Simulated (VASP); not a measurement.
# Ti9O in VASP: a series of runs

Ti9O is run at these levels: PBE; tasks: single point.

Program: VASP 6.6.1. These are calculated values, not measurements. Logs are shortened: lines on timing, memory, paths and dates and some standing lists are left out, and cuts for length are marked.

**1. The cell of the first run**

The cell holds a slab with vacuum, 10 atoms: a = 2.832 Å, b = 7.932 Å, c = 19.927 Å, α = 90.00°, β = 90.00°, γ = 90.00°.

**2. Single point, PBE**

The input, INCAR:

```
SYSTEM = Ti9O
PREC = Accurate
ENCUT = 520
EDIFF = 1E-6
ISMEAR = 0
SIGMA = 0.1
LREAL = .FALSE.
LASPH = .TRUE.
NELM = 60
ALGO = Normal
ISIF = 2
LWAVE = .FALSE.
LCHARG = .TRUE.
LDIPOL = .TRUE.
IDIPOL = 3
DIPOL = 0.5 0.5 0.327
GGA = PE
LELF = .TRUE.
LVHAR = .TRUE.
LVACPOTAV = .TRUE.
NBANDS = 68
```

The input, KPOINTS:

```
regular mesh
0
G
  9 4 1
  0 0 0
```

The input, POSCAR:

```
Ti9O
1.0
    2.8319727881      0.0000000000      0.0000000000
    0.0000000000      7.9316622551      0.0000000000
    0.0000000000      0.0000000000     19.9268841162
Ti O
9 1
Direct
    0.0000000000      0.5000000000      0.2007338416
    0.5000000000      0.1666666667      0.2007338416
    0.5000000000      0.8333333333      0.2007338416
    0.0000000000      0.0000000000      0.3122110455
    0.5000000000      0.6684928875      0.3108725352
    0.5000000000      0.3315071125      0.3108725352
    0.0000000000      0.5000000000      0.4177589340
    0.5000000000      0.1666364294      0.4228902054
    0.5000000000      0.8333635706      0.4228902054
    0.8333333333      0.3333030960      0.4744083773
```

Potentials or basis: VASP PAW PBE potentials, release 64 (Ti_sv, O).

The run is started by

```bash
cat potpaw_PBE.64/Ti_sv/POTCAR potpaw_PBE.64/O/POTCAR > POTCAR
mpirun -np 1 vasp_std > vasp.out
```

OUTCAR:

```text
SYSTEM = Ti9O
   PREC = Accurate
   ENCUT = 520
   EDIFF = 1E-6
   ISMEAR = 0
   LREAL = .FALSE.
   LASPH = .TRUE.
   NELM = 60
   ISIF = 2
   GGA = PE

 ion  position               nearest neighbor table
   1  0.000  0.500  0.201-
   2  0.500  0.167  0.201-   6 2.55   3 2.64
   3  0.500  0.833  0.201-   5 2.55   2 2.64
   4  0.000  0.000  0.312-
   5  0.500  0.668  0.311-   3 2.55   9 2.59   6 2.67   7 2.89   7 2.89
   6  0.500  0.332  0.311-   2 2.55   8 2.59   5 2.67   7 2.89   7 2.89
   7  0.000  0.500  0.418-  10 1.80   6 2.89   5 2.89   5 2.89   6 2.89
   8  0.500  0.167  0.423-  10 1.92   6 2.59   9 2.64
   9  0.500  0.833  0.423-   5 2.59   8 2.64
  10  0.833  0.333  0.474-   7 1.80   8 1.92

  LATTYP: Found a simple orthorhombic cell.
 ALAT       =     2.8319727881
 B/A-ratio  =     2.8007551091
 C/A-ratio  =     7.0363967479

  Lattice vectors:

 A1 = (   2.8319727881,   0.0000000000,   0.0000000000)
 A2 = (   0.0000000000,   7.9316622551,   0.0000000000)
 A3 = (   0.0000000000,   0.0000000000,  19.9268841162)

Analysis of symmetry for initial positions (statically):
=====================================================================
 Subroutine PRICEL returns:
 Original cell was already a primitive cell.

 Routine SETGRP: Setting up the symmetry group for a
 simple orthorhombic supercell.

 Subroutine GETGRP returns: Found  1 space group operations
 (whereof  1 operations were pure point group operations)
 out of a pool of  8 trial point group operations.

The static configuration has the point symmetry C_1 .

Analysis of symmetry for dynamics (positions and initial velocities):
=====================================================================
 Subroutine PRICEL returns:
 Original cell was already a primitive cell.

 Routine SETGRP: Setting up the symmetry group for a
 simple orthorhombic supercell.

 Subroutine GETGRP returns: Found  1 space group operations
 (whereof  1 operations were pure point group operations)
 out of a pool of  8 trial point group operations.

The dynamic configuration has the point symmetry C_1 .

 Subroutine INISYM returns: Found  1 space group operations
 (whereof  1 operations are pure point group operations),
 and found     1 'primitive' translations

----------------------------------------------------------------------------------------

                                     Primitive cell

  volume of cell :     447.6027

  direct lattice vectors                    reciprocal lattice vectors
     2.831972788  0.000000000  0.000000000     0.353110738  0.000000000  0.000000000
     0.000000000  7.931662255  0.000000000     0.000000000  0.126076977  0.000000000
     0.000000000  0.000000000 19.926884116     0.000000000  0.000000000  0.050183460

  length of vectors
     2.831972788  7.931662255 19.926884116     0.353110738  0.126076977  0.050183460

  position of ions in fractional coordinates (direct lattice)
     0.000000000  0.500000000  0.200733842
     0.500000000  0.166666667  0.200733842
     0.500000000  0.833333333  0.200733842
     0.000000000  0.000000000  0.312211045
     0.500000000  0.668492888  0.310872535
     0.500000000  0.331507112  0.310872535
     0.000000000  0.500000000  0.417758934
     0.500000000  0.166636429  0.422890205
     0.500000000  0.833363571  0.422890205
     0.833333333  0.333303096  0.474408377

  ion indices of the primitive-cell ions
   primitive index   ion index
                 1           1
                 2           2
                 3           3
                 4           4
                 5           5
                 6           6
                 7           7
                 8           8
                 9           9
                10          10

----------------------------------------------------------------------------------------

 KPOINTS: regular mesh

Automatic generation of k-mesh.
 Grid dimensions read from file:
 generate k-points for:    9    4    1

 Generating k-lattice:

  Cartesian coordinates                     Fractional coordinates (reciprocal lattice)
     0.039234526  0.000000000  0.000000000     0.111111111  0.000000000  0.000000000
     0.000000000  0.031519244  0.000000000     0.000000000  0.250000000  0.000000000
     0.000000000  0.000000000  0.050183460     0.000000000  0.000000000  1.000000000

  Length of vectors
     0.039234526  0.031519244  0.050183460

  Shift w.r.t. Gamma in fractional coordinates (k-lattice)
     0.000000000  0.000000000  0.000000000

 Subroutine IBZKPT returns following result:
 ===========================================

 Found     19 irreducible k-points:

 Following reciprocal coordinates:
            Coordinates               Weight
  0.000000  0.000000  0.000000      1.000000
  0.111111  0.000000  0.000000      2.000000
  0.222222  0.000000  0.000000      2.000000
  0.333333  0.000000  0.000000      2.000000
  0.444444  0.000000  0.000000      2.000000
  0.000000  0.250000  0.000000      2.000000
[... 11 lines left out ...]
  0.333333  0.500000  0.000000      2.000000
  0.444444  0.500000  0.000000      2.000000
   k-points           NKPTS =     19   k-points in BZ     NKDIM =     19   number of bands    NBANDS=     68
   number of dos      NEDOS =    301   number of ions     NIONS =     10
   total plane-waves  NPLWV = 216000
   dimension x,y,z NGX =    24 NGY =   60 NGZ =  150
   dimension x,y,z NGXF=    48 NGYF=  120 NGZF=  300
   ions per type =               9   1
   NGX,Y,Z   is equivalent  to a cutoff of  14.09, 12.58, 12.51 a.u.
   NGXF,Y,Z  is equivalent  to a cutoff of  28.18, 25.15, 25.03 a.u.
 SYSTEM =  Ti9O
   PREC   = accura    normal or accurate (medium, high low for compatibility)
   ISTART =      0    job   : 0-new  1-cont  2-samecut
   ICHARG =      2    charge: 1-file 2-atom 10-const
   ISPIN  =      1    spin polarized calculation?
   LNONCOLLINEAR =      F non collinear calculations
   LSORBIT =      F    spin-orbit coupling
   LASPH  =      T    aspherical Exc in radial PAW
   ENCUT  =  520.0 eV  38.22 Ry    6.18 a.u.   5.27 14.75 37.05*2*pi/ulx,y,z
   NELM   =     60;   NELMIN=  2; NELMDL= -5     # of ELM steps
   EDIFF  = 0.1E-05   stopping-criterion for ELM
   LREAL  =      F    real-space projection
   EDIFFG = 0.1E-04   stopping-criterion for IOM
   NSW    =      0    number of steps for IOM
   IBRION =     -1    ionic relax: 0-MD 1-quasi-New 2-CG
   NFREE  =      0    steps in history (QN), initial steepest desc. (CG)
   ISIF   =      2    stress and relaxation
   ISYM   =      2    0-nonsym 1-usesym 2-fastsym
   POTIM  = 0.5000    time-step for ionic-motion
   TEBEG  =    0.0;   TEEND  =   0.0 temperature during run
   PSTRESS=    0.0 pullay stress
   NELECT =     114.0000    total number of electrons
   NUPDOWN=      -1.0000    fix difference up-down
   EMIN   =  10.00;   EMAX   =-10.00  energy-range for DOS
   EFERMI =   0.00;   METHOD = LEGACY
   ISMEAR =     0;   SIGMA  =   0.10  broadening in eV -4-tet -1-fermi 0-gaus
   EFERMI_NEDOS =   21; number of points for ismear=-14 and -15
   IALGO  =     38    algorithm
   IMIX   =      4    mixing-type and parameters
     AMIX     =   0.40;   BMIX     =  1.00
     AMIX_MAG =   1.60;   BMIX_MAG =  1.00
  volume/ion in A,a.u.               =      44.76       302.06
  Fermi-wavevector in a.u.,A,eV,Ry     =   1.037717  1.961001 14.651520  1.076856
  Thomas-Fermi vector in A             =   2.172168
   LORBIT       =      0    0 simple, 1 ext, 2 COOP (PROOUT), +10 PAW based schemes
   GGA     = PE    functional components
   LHFCALC =     F    Hartree Fock is set to
   AEXX    =    0.0000 exact exchange contribution
   IVDW    =     0    specifies the selected vdW correction
   LEPSILON=     F    determine dielectric tensor
   LRPA    =     F    only Hartree local field effects (RPA)
 non-spin polarized calculation
 Gauss-broadening in eV      SIGMA  =   0.10
  energy-cutoff  :      520.00
  volume of cell :      447.60
 maximum number of plane-waves:     12087
 NGX is ok and might be reduce to    24
   NGX = 11   NGY = 29   NGZ = 75

 dipolmoment           0.000000      0.000000     -0.008911 electrons x Angstroem

 number of electron     113.9999966 magnetization

 dipolmoment           0.000000      0.000000      0.032953 electrons x Angstroem

 Free energy of the ion-electron system (eV)
  ---------------------------------------------------
  ext. energy  EPLUGINS =         0.00000000
  ---------------------------------------------------
  free energy    TOTEN  =       -74.73584841 eV

  energy without entropy =      -74.65553053  energy(sigma->0) =      -74.69568947

 E-fermi :   0.2037     XC(G=0):  -5.0448

 val. band max:        0.1892663367   @ k =   0.3333   0.5000   0.0000
 cond. band min:       0.2094224358   @ k =   0.1111   0.2500   0.0000
 fundamental gap:      0.0201560991
 Fermi energy:         0.2037425137

 k-point     1 :       0.0000    0.0000    0.0000
  band No.  band energies     occupation
      1     -56.7902      2.00000
      2     -56.7848      2.00000
      3     -56.7093      2.00000
      4     -56.5102      2.00000
      5     -56.4959      2.00000
      6     -56.4278      2.00000
[... 60 lines left out ...]
     67       1.4206      0.00000
     68       1.4811      0.00000

 k-point     2 :       0.1111    0.0000    0.0000
  band No.  band energies     occupation
      1     -56.7833      2.00000
      2     -56.7778      2.00000
      3     -56.7033      2.00000
      4     -56.5034      2.00000
      5     -56.4894      2.00000
      6     -56.4214      2.00000
[... 60 lines left out ...]
     67       1.3096      0.00000
     68       1.4456      0.00000

 k-point     3 :       0.2222    0.0000    0.0000
  band No.  band energies     occupation
      1     -56.7662      2.00000
      2     -56.7597      2.00000
      3     -56.6881      2.00000
      4     -56.4862      2.00000
      5     -56.4728      2.00000
      6     -56.4052      2.00000
[... 1125 lines left out ...]
     67       1.4237      0.00000
     68       1.5295      0.00000

 k-point    19 :       0.4444    0.5000    0.0000
  band No.  band energies     occupation
      1     -56.7343      2.00000
      2     -56.7246      2.00000
      3     -56.6596      2.00000
      4     -56.4541      2.00000
      5     -56.4402      2.00000
      6     -56.3760      2.00000
[... 60 lines left out ...]
     67       1.5346      0.00000
     68       1.6180      0.00000

------------------------ aborting loop because EDIFF is reached ----------------------------------------

  FORCE on cell =-STRESS in cart. coord.  units (eV):
  Direction    XX          YY          ZZ          XY          YZ          ZX
  --------------------------------------------------------------------------------------
  -------------------------------------------------------------------------------------
  Total       -2.1412987      0.0589752      1.5666986      0.8218149     -1.0311438      0.4647870
  in kB       -7.6646998      0.2110995      5.6079401      2.9416562     -3.6909413      1.6636879
  external PRESSURE =      -0.6152201 kB  Pullay stress =       0.0000000 kB

 VOLUME and BASIS-vectors are now :
 -----------------------------------------------------------------------------
  energy-cutoff  :      520.00
  volume of cell :      447.60
      direct lattice vectors                 reciprocal lattice vectors
     2.831972788  0.000000000  0.000000000     0.353110738  0.000000000  0.000000000
     0.000000000  7.931662255  0.000000000     0.000000000  0.126076977  0.000000000
     0.000000000  0.000000000 19.926884116     0.000000000  0.000000000  0.050183460

 POSITION                                       TOTAL-FORCE (eV/Angst)
 -----------------------------------------------------------------------------------
      0.00000      3.96583      4.00000        -0.007664      0.077833      0.298604
      1.41599      1.32194      4.00000         0.014880     -0.061137     -0.058179
      1.41599      6.60972      4.00000        -0.001430     -0.027978     -0.175552
      0.00000      0.00000      6.22139        -0.052607     -0.141143     -0.083339
      1.41599      5.30226      6.19472         0.031049      0.108892     -0.241387
      1.41599      2.62940      6.19472         0.020630      0.081400     -0.497608
      0.00000      3.96583      8.32463        -0.017580      0.427429     -0.003166
      1.41599      1.32170      8.42688        -0.554482      0.681283      0.714283
      1.41599      6.60996      8.42688         0.092130     -0.246041     -0.050593
      2.35998      2.64365      9.45348         0.475074     -0.900539      0.096936
 -----------------------------------------------------------------------------------
    total drift:                                0.000015      0.000079      0.001353

  FREE ENERGIE OF THE ION-ELECTRON SYSTEM (eV)
  ---------------------------------------------------
  free  energy   TOTEN  =       -74.7358484092 eV

  energy  without entropy=      -74.6555305272  energy(sigma->0) =      -74.69568947

 vacuum level on the upper side and lower side of the slab         4.846         4.580
```

Wall time 20 min (1 thread of Intel Xeon Platinum 8488C (Sapphire Rapids), shared host); peak memory 0.71 GiB.

Results:

```
Free energy            : -74.7358 eV
Largest force          : 1.132 eV/Å
Band gap on the k mesh : zero (bands 57 and 58 overlap by 0.31 eV)
```

Forces on the atoms (eV/Å):
```
Ti  -0.008  0.078  0.299
Ti   0.015 -0.061 -0.058
Ti  -0.001 -0.028 -0.176
Ti  -0.053 -0.141 -0.083
Ti   0.031  0.109 -0.241
Ti   0.021  0.081 -0.498
Ti  -0.018  0.427 -0.003
Ti  -0.554  0.681  0.714
Ti   0.092 -0.246 -0.051
O    0.475 -0.901  0.097
```

(Part 1 of 2 ends here.)
